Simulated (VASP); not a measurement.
# Ga2Sb2CO in VASP: notebook

Runs on Ga2Sb2CO. Level: PBE+D3(BJ). Tasks: single point.

All numbers are computed with VASP 6.6.1; they aren't measurements. Logs are shortened: lines on timing, memory, paths and dates and some standing lists are left out, and cuts for length are marked.

## (1) The cell of the first run

The cell holds a slab with vacuum, 6 atoms: a = 4.334 Å, b = 4.334 Å, c = 23.620 Å, α = 90.00°, β = 90.00°, γ = 120.00°.

## (2) Single point, PBE+D3(BJ)

INCAR

```
SYSTEM = Ga2Sb2CO
PREC     = Accurate       ! precision mode
ENCUT    = 520            ! plane-wave cutoff, eV
EDIFF    = 1E-6           ! SCF threshold, eV
ISMEAR   = 0              ! smearing method
SIGMA    = 0.1            ! smearing width, eV
LREAL    = .False.        ! projectors in reciprocal space
LASPH    = .True.         ! aspherical terms in the spheres
NELM     = 100            ! most SCF steps
ALGO     = Normal         ! electronic algorithm
ISIF     = 2              ! what is computed and relaxed
LWAVE    = .False.        ! write WAVECAR
LCHARG   = .False.        ! write CHGCAR
LDIPOL   = .True.       
IDIPOL   = 3            
DIPOL    = 0.5 0.5 0.352
GGA      = PE             ! functional
IVDW     = 12             ! dispersion correction
NBANDS   = 32             ! bands
```

KPOINTS

```
Automatic mesh
0
Gamma
  6 6 1
  0 0 0
```

POSCAR

```
Ga2Sb2CO
1.0
    4.3343814647      0.0000000000      0.0000000000
   -2.1671907324      3.7536844581      0.0000000000
    0.0000000000      0.0000000000     23.6197422994
Sb Ga O C
2 2 1 1
Direct
    0.0000000000      0.0000000000      0.1693498578
    0.3333333333      0.6666666667      0.3259656336
    0.3333333333      0.6666666667      0.2068080104
    0.6666666667      0.3333333333      0.3585874135
    1.1111111111      1.2222222222      0.5025347927
    1.1111111111      1.2222222222      0.5512228768
```

Potentials or basis: VASP PAW PBE potentials, release 64 (Sb, Ga_d, O, C).

Run with:

```bash
$ cat potpaw_PBE.64/Sb/POTCAR potpaw_PBE.64/Ga_d/POTCAR potpaw_PBE.64/O/POTCAR potpaw_PBE.64/C/POTCAR > POTCAR
$ mpirun -np 1 vasp_std > vasp.out
```

OUTCAR:

```text
SYSTEM = Ga2Sb2CO
   PREC = Accurate
   ENCUT = 520
   EDIFF = 1E-6
   ISMEAR = 0
   LREAL = .False.
   LASPH = .True.
   NELM = 100
   ISIF = 2
   GGA = PE
   IVDW = 12
 IVDW          = 12

 ion  position               nearest neighbor table
   1  0.000  0.000  0.169-   3 2.65   3 2.65   3 2.65
   2  0.333  0.667  0.326-   4 2.62   4 2.62   4 2.62   3 2.81
   3  0.333  0.667  0.207-   1 2.65   1 2.65   1 2.65   2 2.81
   4  0.667  0.333  0.359-   2 2.62   2 2.62   2 2.62
   5  0.111  0.222  0.503-   6 1.15
   6  0.111  0.222  0.551-   5 1.15

  LATTYP: Found a hexagonal cell.
 ALAT       =     4.3343814647
 C/A-ratio  =     5.4493916818

  Lattice vectors:

 A1 = (   4.3343814647,   0.0000000000,   0.0000000000)
 A2 = (  -2.1671907324,   3.7536844581,   0.0000000000)
 A3 = (   0.0000000000,   0.0000000000,  23.6197422994)

Analysis of symmetry for initial positions (statically):
=====================================================================
 Subroutine PRICEL returns:
 Original cell was already a primitive cell.

 Routine SETGRP: Setting up the symmetry group for a
 hexagonal supercell.

 Subroutine GETGRP returns: Found  2 space group operations
 (whereof  2 operations were pure point group operations)
 out of a pool of 24 trial point group operations.

The static configuration has the point symmetry C_1h.

Analysis of symmetry for dynamics (positions and initial velocities):
=====================================================================
 Subroutine PRICEL returns:
 Original cell was already a primitive cell.

 Routine SETGRP: Setting up the symmetry group for a
 hexagonal supercell.

 Subroutine GETGRP returns: Found  2 space group operations
 (whereof  2 operations were pure point group operations)
 out of a pool of 24 trial point group operations.

The dynamic configuration has the point symmetry C_1h.

 Subroutine INISYM returns: Found  2 space group operations
 (whereof  2 operations are pure point group operations),
 and found     1 'primitive' translations

----------------------------------------------------------------------------------------

                                     Primitive cell

  volume of cell :     384.2909

  direct lattice vectors                    reciprocal lattice vectors
     4.334381465  0.000000000  0.000000000     0.230713427  0.133202459  0.000000000
    -2.167190732  3.753684458  0.000000000     0.000000000  0.266404918  0.000000000
     0.000000000  0.000000000 23.619742299     0.000000000  0.000000000  0.042337464

  length of vectors
     4.334381465  4.334381465 23.619742299     0.266404918  0.266404918  0.042337464

  position of ions in fractional coordinates (direct lattice)
     0.000000000  0.000000000  0.169349858
     0.333333333  0.666666667  0.325965634
     0.333333333  0.666666667  0.206808010
     0.666666667  0.333333333  0.358587413
     0.111111111  0.222222222  0.502534793
     0.111111111  0.222222222  0.551222877

  ion indices of the primitive-cell ions
   primitive index   ion index
                 1           1
                 2           2
                 3           3
                 4           4
                 5           5
                 6           6

----------------------------------------------------------------------------------------

 KPOINTS: Automatic mesh

Automatic generation of k-mesh.
 Grid dimensions read from file:
 generate k-points for:    6    6    1

 Generating k-lattice:

  Cartesian coordinates                     Fractional coordinates (reciprocal lattice)
     0.038452238  0.022200410  0.000000000     0.166666667  0.000000000  0.000000000
     0.000000000  0.044400820  0.000000000     0.000000000  0.166666667  0.000000000
     0.000000000  0.000000000  0.042337464     0.000000000  0.000000000  1.000000000

  Length of vectors
     0.044400820  0.044400820  0.042337464

  Shift w.r.t. Gamma in fractional coordinates (k-lattice)
     0.000000000  0.000000000  0.000000000

 Subroutine IBZKPT returns following result:
 ===========================================

 Found     13 irreducible k-points:

 Following reciprocal coordinates:
            Coordinates               Weight
  0.000000  0.000000  0.000000      1.000000
  0.166667  0.000000  0.000000      4.000000
  0.000000  0.166667  0.000000      2.000000
  0.333333  0.000000  0.000000      4.000000
  0.000000  0.333333  0.000000      2.000000
  0.500000  0.000000  0.000000      2.000000
  0.000000  0.500000  0.000000      1.000000
  0.166667  0.166667  0.000000      4.000000
 -0.333333  0.166667  0.000000      2.000000
  0.333333  0.166667  0.000000      4.000000
 -0.166667  0.500000  0.000000      4.000000
  0.500000  0.333333  0.000000      4.000000
  0.333333  0.333333  0.000000      2.000000
   k-points           NKPTS =     13   k-points in BZ     NKDIM =     13   number of bands    NBANDS=     32
   number of dos      NEDOS =    301   number of ions     NIONS =      6
   total plane-waves  NPLWV = 184320
   dimension x,y,z NGX =    32 NGY =   32 NGZ =  180
   dimension x,y,z NGXF=    64 NGYF=   64 NGZF=  360
   ions per type =               2   2   1   1
   NGX,Y,Z   is equivalent  to a cutoff of  12.27, 12.27, 12.67 a.u.
   NGXF,Y,Z  is equivalent  to a cutoff of  24.55, 24.55, 25.34 a.u.
 SYSTEM =  Ga2Sb2CO
   PREC   = accura    normal or accurate (medium, high low for compatibility)
   ISTART =      0    job   : 0-new  1-cont  2-samecut
   ICHARG =      2    charge: 1-file 2-atom 10-const
   ISPIN  =      1    spin polarized calculation?
   LNONCOLLINEAR =      F non collinear calculations
   LSORBIT =      F    spin-orbit coupling
   LASPH  =      T    aspherical Exc in radial PAW
   ENCUT  =  520.0 eV  38.22 Ry    6.18 a.u.   8.06  8.06 43.92*2*pi/ulx,y,z
   NELM   =    100;   NELMIN=  2; NELMDL= -5     # of ELM steps
   EDIFF  = 0.1E-05   stopping-criterion for ELM
   LREAL  =      F    real-space projection
   EDIFFG = 0.1E-04   stopping-criterion for IOM
   NSW    =      0    number of steps for IOM
   IBRION =     -1    ionic relax: 0-MD 1-quasi-New 2-CG
   NFREE  =      0    steps in history (QN), initial steepest desc. (CG)
   ISIF   =      2    stress and relaxation
   ISYM   =      2    0-nonsym 1-usesym 2-fastsym
   POTIM  = 0.5000    time-step for ionic-motion
   TEBEG  =    0.0;   TEEND  =   0.0 temperature during run
   PSTRESS=    0.0 pullay stress
   NELECT =      46.0000    total number of electrons
   NUPDOWN=      -1.0000    fix difference up-down
   EMIN   =  10.00;   EMAX   =-10.00  energy-range for DOS
   EFERMI =   0.00;   METHOD = LEGACY
   ISMEAR =     0;   SIGMA  =   0.10  broadening in eV -4-tet -1-fermi 0-gaus
   EFERMI_NEDOS =   21; number of points for ismear=-14 and -15
   IALGO  =     38    algorithm
   IMIX   =      4    mixing-type and parameters
     AMIX     =   0.40;   BMIX     =  1.00
     AMIX_MAG =   1.60;   BMIX_MAG =  1.00
  volume/ion in A,a.u.               =      64.05       432.22
  Fermi-wavevector in a.u.,A,eV,Ry     =   0.806815  1.524660  8.856724  0.650951
  Thomas-Fermi vector in A             =   1.915318
   LORBIT       =      0    0 simple, 1 ext, 2 COOP (PROOUT), +10 PAW based schemes
   GGA     = PE    functional components
   LHFCALC =     F    Hartree Fock is set to
   AEXX    =    0.0000 exact exchange contribution
   IVDW    =    12    specifies the selected vdW correction
   LEPSILON=     F    determine dielectric tensor
   LRPA    =     F    only Hartree local field effects (RPA)
 non-spin polarized calculation
 Gauss-broadening in eV      SIGMA  =   0.10
  energy-cutoff  :      520.00
  volume of cell :      384.29
 maximum number of plane-waves:     10378
   NGX = 17   NGY = 17   NGZ = 87

 dipolmoment           0.000000      0.000000      0.000050 electrons x Angstroem

 number of electron      46.0000011 magnetization

 dipolmoment           0.000000      0.000000     -0.095684 electrons x Angstroem

 Free energy of the ion-electron system (eV)
  ---------------------------------------------------
  ext. energy  EPLUGINS =         0.00000000
  ---------------------------------------------------
  free energy    TOTEN  =       -28.26561245 eV

  energy without entropy =      -28.25919575  energy(sigma->0) =      -28.26240410

 E-fermi :  -0.9874     XC(G=0):  -4.1536

 val. band max:       -1.0043268713   @ k =   0.0000   0.0000   0.0000
 cond. band min:      -0.9670237773   @ k =   0.3333   0.3333   0.0000
 fundamental gap:      0.0373030940
 Fermi energy:        -0.9874495589

 k-point     1 :       0.0000    0.0000    0.0000
  band No.  band energies     occupation
      1     -26.8480      2.00000
      2     -16.5373      2.00000
      3     -16.4908      2.00000
      4     -16.4908      2.00000
      5     -16.4299      2.00000
      6     -16.4299      2.00000
[... 24 lines left out ...]
     31       2.4541      0.00000
     32       2.7498      0.00000

 k-point     2 :       0.1667    0.0000    0.0000
  band No.  band energies     occupation
      1     -26.8464      2.00000
      2     -16.5335      2.00000
      3     -16.4951      2.00000
      4     -16.4909      2.00000
      5     -16.4322      2.00000
      6     -16.4258      2.00000
[... 24 lines left out ...]
     31       2.8540      0.00000
     32       2.9326      0.00000
[... 348 lines left out ...]
     31       3.7947      0.00000
     32       4.2293      0.00000

 k-point    13 :       0.3333    0.3333    0.0000
  band No.  band energies     occupation
      1     -26.8401      2.00000
      2     -16.5174      2.00000
      3     -16.5105      2.00000
      4     -16.4939      2.00000
      5     -16.4378      2.00000
      6     -16.4141      2.00000
[... 24 lines left out ...]
     31       4.3505      0.00000
     32       4.5674      0.00000

------------------------ aborting loop because EDIFF is reached ----------------------------------------

 vacuum level on the upper side and lower side of the slab       (xc-potential included)        -0.613         0.425

 Edisp (eV)   -0.98486

 E8    (eV) :    -0.4591

  FORCE on cell =-STRESS in cart. coord.  units (eV):
  Direction    XX          YY          ZZ          XY          YZ          ZX
  --------------------------------------------------------------------------------------
  -------------------------------------------------------------------------------------
  Total      -0.06142    -0.07296    -1.17412     0.00000    -0.03066     0.00000
  in kB      -0.25608    -0.30417    -4.89510     0.00000    -0.12782     0.00000
  external pressure =       -1.82 kB  Pullay stress =        0.00 kB

 VOLUME and BASIS-vectors are now :
 -----------------------------------------------------------------------------
  energy-cutoff  :      520.00
  volume of cell :      384.29
      direct lattice vectors                 reciprocal lattice vectors
     4.334381465  0.000000000  0.000000000     0.230713427  0.133202459  0.000000000
    -2.167190732  3.753684458  0.000000000     0.000000000  0.266404918  0.000000000
     0.000000000  0.000000000 23.619742299     0.000000000  0.000000000  0.042337464

 POSITION                                       TOTAL-FORCE (eV/Angst)
 -----------------------------------------------------------------------------------
      0.00000      0.00000      4.00000        -0.000000      0.002387      0.164323
     -0.00000      2.50246      7.69922        -0.000000      0.002055     -0.017909
     -0.00000      2.50246      4.88475         0.000000     -0.000283     -0.140260
      2.16719      1.25123      8.46974        -0.000000      0.003258      0.021029
     -0.00000      0.83415     11.86974         0.000000     -0.010446      0.669741
     -0.00000      0.83415     13.01974        -0.000000      0.003028     -0.696925
 -----------------------------------------------------------------------------------
    total drift:                               -0.000003     -0.000436      0.001419

  FREE ENERGIE OF THE ION-ELECTRON SYSTEM (eV)
  ---------------------------------------------------
  free  energy   TOTEN  =       -29.2504720615 eV

  energy  without entropy=      -29.2440553615  energy(sigma->0) =      -29.24726371

 vacuum level on the upper side and lower side of the slab         2.816         3.882
```

Run time: 2.6 min. Hardware: 1 thread of Intel Xeon 6975P-C (Granite Rapids), shared host; peak memory 0.56 GiB.

What came out:

- Free energy: -29.2505 eV
- Largest force: 0.697 eV/Å
- Band gap on the k mesh: 0.04 eV (least direct gap 0.15 eV)
- Dispersion energy per atom: -0.164 eV

Forces in eV/Å, atoms in the order of the input:
```
Sb   0.000  0.002  0.164
Sb   0.000  0.002 -0.018
Ga   0.000  0.000 -0.140
Ga   0.000  0.003  0.021
O    0.000 -0.010  0.670
C    0.000  0.003 -0.697
```

Caveat: spin-orbit coupling is left out, which moves the levels of the heavy elements.

## (3) Single point, PBE+D3(BJ)

INCAR

```
PREC = Accurate ; ENCUT = 520
EDIFF = 1E-6 ; ISMEAR = 0
SIGMA = 0.1 ; LREAL = F
LASPH = T ; NELM = 60
ALGO = Normal ; ISIF = 2
LWAVE = F ; LCHARG = T
LDIPOL = T ; IDIPOL = 3
DIPOL = 0.5 0.5 0.352 ; GGA = PE
IVDW = 12 ; LELF = T
LVHAR = T ; LVACPOTAV = T
NBANDS = 32
```

KPOINTS

```
Automatic mesh
0
Gamma
  6 6 1
```

Changes to POSCAR since step 2:

```diff
@@ -12,3 +12,3 @@
     0.6666666667      0.3333333333      0.3585874135
-    1.1111111111      1.2222222222      0.5025347927
-    1.1111111111      1.2222222222      0.5512228768
+    1.5555555556      0.7777777778      0.5025347927
+    1.5555555556      0.7777777778      0.5512228768
```

Potentials or basis: VASP PAW PBE potentials, release 64 (Sb, Ga_d, O, C).

Run with:

```bash
$ cat potpaw_PBE.64/Sb/POTCAR potpaw_PBE.64/Ga_d/POTCAR potpaw_PBE.64/O/POTCAR potpaw_PBE.64/C/POTCAR > POTCAR
$ mpirun -np 1 vasp_std > vasp.out
```

Run time: 2.5 min. Hardware: 1 thread of Intel Xeon 6975P-C (Granite Rapids), shared host; peak memory 0.56 GiB.

It converged, with:

```
Free energy                : -29.2446 eV
Largest force              : 0.696 eV/Å
Band gap on the k mesh     : 0.03 eV (least direct gap 0.15 eV)
Dispersion energy per atom : -0.164 eV
```

Forces on the atoms (eV/Å):
```
Sb  -0.003 -0.002  0.162
Sb  -0.001  0.000 -0.033
Ga   0.000  0.000 -0.135
Ga  -0.002 -0.001  0.017
O    0.008  0.004  0.685
C   -0.002 -0.001 -0.696
```

Levels at points of the mesh, in eV from the valence-band top:
| k point | band 19 | band 20 | band 21 | band 22 | band 23 | band 24 | band 25 | band 26 | band 27 | band 28 |
| --- | --- | --- | --- | --- | --- | --- | --- | --- | --- | --- |
| (0.00, 0.00, 0.00) | -2.10 | -1.12 | -1.12 | 0.00 | 0.00 | 0.15 | 0.88 | 1.46 | 1.46 | 1.74 |
| (0.50, 0.00, 0.00) | -5.69 | -2.52 | -2.46 | -1.30 | -1.19 | 0.40 | 0.68 | 1.19 | 1.32 | 1.66 |
| (0.00, 0.50, 0.00) | -5.69 | -2.52 | -2.46 | -1.30 | -1.19 | 0.37 | 0.71 | 1.18 | 1.33 | 1.67 |

Caveat: spin-orbit coupling is left out, which moves the levels of the heavy elements.
